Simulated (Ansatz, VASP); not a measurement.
## Two plane-wave programs on Ti

```
Ti
1.0
     0.00000    1.97436    1.97436
     1.97436    0.00000    1.97436
     1.97436    1.97436    0.00000
Ti
1
Direct
  0.00000 0.00000 0.00000
```

Change from the starting cell: volume scaled by 0.92.

Alike in both runs: task single point; functional r2SCAN; k mesh 11 × 11 × 11; occupations tetrahedron; no spin polarisation.

```csv
,VASP,Ansatz
version,VASP 6.6.1,Ansatz 0.2.0
potentials or method,"VASP PAW PBE potentials, release 64 (Ti_sv)",PseudoDojo standard (PBEsol files)
plane-wave cutoff (eV),550,1143
valence electrons in the cell,12,12
```

|  | VASP | Ansatz | Ansatz less VASP |
| --- | --- | --- | --- |
| gap on the k mesh at the Fermi level (eV) | none | none | - |
| pressure (GPa) | 17.0 | 17.0 | +0.05 |

VASP's potentials were made for PBE, not for r2SCAN. A gap of «none» marks a metal or a gap that the smearing closes.

Noted on Ansatz's run: the meta-GGA runs on potentials made for a GGA.
